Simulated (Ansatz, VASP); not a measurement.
C in VASP and in Ansatz

INCAR

```
SYSTEM = C
ALGO = Normal ; EDIFF = 1E-6
ENCUT = 520 ; GGA = PE
ISIF = 2 ; ISMEAR = 0
LASPH = .TRUE. ; LCHARG = .FALSE.
LREAL = .FALSE. ; LWAVE = .FALSE.
NBANDS = 16 ; NELM = 80
PREC = Accurate ; SIGMA = 0.15
```

KPOINTS

```
k-points
0
G
  18 18 6
  0 0 0
```

POSCAR

```
C
1.0
    1.1469476963     -2.2357977242      0.0000000000
    1.1469476963      2.2357977242      0.0000000000
    0.0000000000      0.0000000000      8.7070207245
C
4
Direct
    0.0833329406      0.9166670594      0.7503043452
    0.5833329406      0.4166670594      0.2496956548
    0.9166670594      0.0833329406      0.2496956548
    0.4166670594      0.5833329406      0.7503043452
```

Input for Ansatz:

```yaml
crystal:
  lattice:
    - [1.1469476963, -2.2357977242, 0.0]
    - [1.1469476963, 2.2357977242, 0.0]
    - [0.0, 0.0, 8.7070207245]
  atoms:
    - { symbol: C, position: [0.0833329406, 0.9166670594, 0.7503043452] }
    - { symbol: C, position: [0.5833329406, 0.4166670594, 0.2496956548] }
    - { symbol: C, position: [0.9166670594, 0.0833329406, 0.2496956548] }
    - { symbol: C, position: [0.4166670594, 0.5833329406, 0.7503043452] }
basis:
  ecutwfc: 520.0
kpoints:
  mp_grid: { grid: [18, 18, 6] }
hamiltonian:
  xc: pbe
  pseudopotentials: { kind: paw, azcp: { folder: soft_1 } }
scf:
  occupations: { method: gaussian, width: 0.15 }
output:
  forces: true
  stress: true
  eigenvalues: true
  write_density: true
  write_potential: true
  elf: true
  volumetric_format: npy
```

Change from the starting cell: normal strain along x -0.0700, normal strain along y +0.0467.

Alike in both runs: task single point; functional PBE; k mesh 18 × 18 × 6; occupations gaussian, width 0.15 eV; no spin polarisation.

|  | VASP | Ansatz |
| --- | --- | --- |
| version | VASP 6.6.1 | Ansatz 0.2.0 |
| potentials or method | VASP PAW PBE potentials, release 64 (C), cutoff 520 eV | scalar-relativistic, plane waves, PAW |
| valence electrons in the cell | 16 | 16 |

Ansatz gave:

```
gap on the k mesh at the Fermi level (eV)                     : 0.74
least direct gap on the mesh (eV)                             : 0.74
pressure (GPa)                                                : 11.6
traceless stress, the component that is largest in VASP (GPa) : 49.49
rms of the force components (eV/Å)                            : 0.763
```

Question: What did VASP give for the same quantities?

Answer: gap on the k mesh at the Fermi level (eV): 0.73; least direct gap on the mesh (eV): 0.74; pressure (GPa): 12.0; traceless stress, the component that is largest in VASP (GPa): 49.83; rms of the force components (eV/Å): 0.777.

Atom by atom the forces differ by 0.014 eV/Å (rms over components).
